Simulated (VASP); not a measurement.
A run of VASP 6.6.1 is set up as follows.

INCAR

```
SYSTEM = AlN
  PREC = Accurate
  ENCUT = 520
  EDIFF = 1E-6
  ISMEAR = -1
  SIGMA = 0.02
  LREAL = .FALSE.
  LASPH = .TRUE.
  NELM = 60
  ALGO = Normal
  ISIF = 2
  LWAVE = .FALSE.
  LCHARG = .FALSE.
  GGA = PE
  NBANDS = 11
```

The input KPOINTS:

```
regular mesh
0
G
  10 10 10
  0 0 0
```

The input POSCAR:

```
AlN
1.0
    0.0000000000      2.2534816071      2.1067790577
    2.2534816071      0.0000000000      2.1067790577
    2.2534816071      2.2534816071      0.0000000000
Al N
1 1
Direct
    0.0000000000      0.0000000000      0.0000000000
    0.7500000000      0.7500000000      0.7500000000
```

Potentials or basis: VASP PAW PBE potentials, release 64 (Al, N).

Launch:

```console
$ cat potpaw_PBE.64/Al/POTCAR potpaw_PBE.64/N/POTCAR > POTCAR
$ mpirun -np 1 vasp_std > vasp.out
```

Problem. What does it give for the band gap on the k mesh?

Solution. 2.98 eV, indirect (least direct gap 3.77 eV).

Problem. Predict the pressure.

Solution. -1.1 GPa.

Stress tensor (GPa, compression positive):
```
-3.57  0.00  0.00
 0.00 -3.57  0.00
 0.00  0.00  3.72
```

Caveat: the cell differs from its parent crystal (epitaxial xy strain +3.1%). A k mesh can miss the band edges.
